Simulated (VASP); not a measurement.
Ir:

```
Ir
1.0
     0.00000    1.91970    1.91970
     1.91970    0.00000    1.91970
     1.91970    1.91970    0.00000
Ir
1
Direct
  0.00000 0.00000 0.00000
```

```yaml
Program: VASP 6.6.1
Task: relaxation of cell and atoms
Functional: LDA
Potentials_or_basis: VASP PAW LDA potentials, release 64 (Ir_sv_GW)
Cutoff: 560 eV
k_mesh: 14 × 14 × 14
Occupations: fermi-dirac, width 0.05 eV
Spin: collinear spin
Starting_moments: "[1.0] μB"
```

At the start: pressure -8.7 GPa; volume 14.15 Å³/atom.

Q: How do energy, volume and symmetry change on relaxing?

A: Over 4 steps the energy falls by 8.6 meV/atom and the volume is 13.84 Å³/atom (-2.2 %); space group Fm-3m (No. 225, to 0.1 Å) before and after; moment 0.00 μB per cell.

Step by step:
```csv
step,energy change (eV),largest force (eV/Å),pressure (GPa),volume (Å³)
1,0.0000,0.0000,-8.74,14.15
2,0.1567,0.0000,47.76,12.63
3,-0.0086,0.0000,-0.39,13.85
4,-0.0086,0.0000,-0.04,13.84
```

Final structure:
```cif
data_structure
_symmetry_space_group_name_H-M 'P 1'
_symmetry_Int_Tables_number 1
_cell_length_a 2.6950
_cell_length_b 2.6950
_cell_length_c 2.6950
_cell_angle_alpha 60.000
_cell_angle_beta 60.000
_cell_angle_gamma 60.000
_cell_volume 13.84
loop_
_atom_site_label
_atom_site_type_symbol
_atom_site_fract_x
_atom_site_fract_y
_atom_site_fract_z
_atom_site_occupancy
Ir1 Ir 0.00000 0.00000 0.00000 1
```
